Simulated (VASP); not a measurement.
A run of VASP 6.6.1 is set up as follows.

The input INCAR:

```
ALGO = Normal ; EDIFF = 1E-6
ENCUT = 520 ; GGA = PE
ISIF = 2 ; ISMEAR = 0
LASPH = T ; LCHARG = F
LREAL = F ; LWAVE = F
NBANDS = 35 ; NELM = 80
PREC = Accurate ; SIGMA = 0.1
```

KPOINTS

```
k-points
0
Gamma
  4 4 4
```

File POSCAR:

```
Y2Si
1.0
    0.0000000000      4.2952897509      4.2952897509
    4.2952897509      0.0000000000      4.2952897509
    4.2952897509      4.2952897509      0.0000000000
Y Si
4 2
Direct
    0.6250000000      0.6250000000      0.6250000000
    0.1250000000      0.6250000000      0.6250000000
    0.6250000000      0.6250000000      0.1250000000
    0.6250000000      0.1250000000      0.6250000000
    0.0000000000      0.0000000000      0.0000000000
    0.2500000000      0.2500000000      0.2500000000
```

Potentials or basis: VASP PAW PBE potentials, release 64 (Y_sv, Si).

Command:

```bash
$ cat potpaw_PBE.64/Y_sv/POTCAR potpaw_PBE.64/Si/POTCAR > POTCAR
$ mpirun -np 1 vasp_std > vasp.out
```

(1) What does it give for the pressure?

(2) Estimate the band gap on the k mesh.

Answers

(1) -0.3 GPa.

(2) zero (bands 26 and 27 overlap by 0.25 eV).
